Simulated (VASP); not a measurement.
A run of VASP 6.6.1 is set up as follows.

INCAR

```
SYSTEM = Al16N16F
PREC = Accurate ; ENCUT = 520
EDIFF = 1E-6 ; ISMEAR = -1
SIGMA = 0.01 ; LREAL = Auto
LASPH = .TRUE. ; NELM = 120
ALGO = Normal ; ISIF = 2
LWAVE = .FALSE. ; LCHARG = .FALSE.
GGA = PE ; NELECT = 136.0
NBANDS = 90 ; GGA_COMPAT = .FALSE.
```

File KPOINTS:

```
regular mesh
0
G
  1 1 1
  0 0 0
```

POSCAR

```
Al16N16F
1.0
    6.2604124020      0.0000000589      0.0000000000
   -3.1302062520      5.4216761488      0.0000000000
    0.0000000000      0.0000000000     10.0361163400
Al N F
16 16 1
Direct
    0.3270274462      0.1646157273      0.2498122174
    0.1670811019      0.3339004748      0.4997246935
    0.3341488223      0.1681811838      0.7497089679
    0.1696773466      0.3390930960      0.9960351309
    0.3342439905      0.6682264220      0.2437686545
    0.1670793336      0.8353940918      0.4997322374
    0.3342451999      0.6682260317      0.7458222390
    0.1696792074      0.8327884872      0.9960281249
    0.8378496802      0.1646117541      0.2498174602
    0.6675774637      0.3348902368      0.5089882253
    0.8342914863      0.1681767476      0.7497137542
    0.6675753934      0.3348874778      1.0010692203
    0.8378513206      0.6754348746      0.2498112481
    0.6685762733      0.8353899348      0.4997273468
    0.8342911081      0.6683169540      0.7497059392
    0.6633769947      0.8327857728      0.9960325081
    0.3455162751      0.1738656027      0.4535382622
    0.1745098357      0.3487652722      0.1830870742
    0.3339390607      0.1680759604      0.9421887246
    0.1674172803      0.3345797420      0.6929450704
    0.3342465276      0.6682323233      0.4402963823
    0.1745171661      0.8279508862      0.1830749738
    0.3342469640      0.6682221018      0.9327914152
    0.1674228088      0.8350524421      0.6929513398
    0.8286076629      0.1738610910      0.4535294871
    0.6675753783      0.3348860939      0.1961240658
    0.8343950190      0.1680700695      0.9421914514
    0.6675766500      0.3348858682      0.7020748343
    0.8286080307      0.6569510957      0.4535449319
    0.6537017096      0.8279478153      0.1830817486
    0.8343954647      0.6685223322      0.9421854840
    0.6678935792      0.8350487592      0.6929471024
    0.0009103557      0.0015425977      0.3175823589
```

Potentials or basis: VASP PAW PBE potentials, release 64 (Al, N, F).

Launch:

```console
$ cat potpaw_PBE.64/Al/POTCAR potpaw_PBE.64/N/POTCAR potpaw_PBE.64/F/POTCAR > POTCAR
$ mpirun -np 1 vasp_gam > vasp.out
```

**Question.** Predict the largest force.

**Answer.** 0.017 eV/Å.

Forces in eV/Å, atoms in the order of the input:
```
Al   0.015  0.006 -0.002
Al   0.000 -0.001  0.000
Al   0.000  0.002  0.002
Al   0.001  0.000 -0.002
Al   0.000  0.002  0.002
Al  -0.001  0.001 -0.002
Al   0.000  0.001 -0.005
Al   0.002  0.002 -0.002
Al  -0.015  0.007 -0.002
Al   0.000  0.003  0.006
Al  -0.001  0.002  0.001
Al   0.000  0.001 -0.002
Al   0.000 -0.016 -0.003
Al   0.002  0.001 -0.002
Al   0.000  0.001  0.002
Al  -0.001  0.002 -0.002
N   -0.003 -0.002  0.000
N    0.000 -0.004  0.004
N   -0.002 -0.002  0.000
N    0.000  0.001  0.000
N    0.000 -0.001 -0.004
N   -0.003  0.001  0.004
N    0.000 -0.001  0.005
N    0.001 -0.001  0.000
N    0.003 -0.002  0.000
N    0.000  0.000 -0.002
N    0.002 -0.002  0.000
N    0.000  0.000 -0.009
N    0.000  0.003 -0.001
N    0.003  0.001  0.004
N    0.000  0.002  0.001
N   -0.001 -0.001  0.000
F    0.000 -0.004  0.009
```

Caveat: the k points lie up to 1.16 Å⁻¹ apart, too coarse for converged energies, forces and pressures; the cell carries a net charge on a neutralising background, which shifts energy and pressure.
